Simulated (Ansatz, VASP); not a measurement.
## Ti: VASP beside Ansatz

```
Ti
1.0
     2.82092    0.00000    0.00000
    -1.41046    2.44299    0.00000
     0.00000    0.00000    4.83666
Ti
2
Direct
  0.33333 0.66667 0.25000
  0.66667 0.33333 0.75000
```

Change from the starting cell: strain -0.040 along x and y, +0.040 along z, atoms carried along.

Alike in both runs: task single point; functional PBE; k mesh 24 × 24 × 14; occupations gaussian, width 0.15 eV; no spin polarisation.

```csv
,VASP,Ansatz
version,VASP 6.6.1,Ansatz 0.2.0
potentials or method,"VASP PAW PBE potentials, release 64 (Ti_sv), cutoff 520 eV","scalar-relativistic, plane waves, PAW"
valence electrons in the cell,24,24
```

Ansatz gave:

- gap on the k mesh at the Fermi level (eV): none
- pressure (GPa): 5.1
- traceless stress, the component that is largest in VASP (GPa): -5.93

**Question.** What did VASP give for the same quantities?

**Answer.** gap on the k mesh at the Fermi level (eV): none; pressure (GPa): 4.7; traceless stress, the component that is largest in VASP (GPa): -5.90.

A gap of «none» marks a metal or a gap that the smearing closes. With one functional, cell and mesh, what is left measures potentials, basis and numerics.
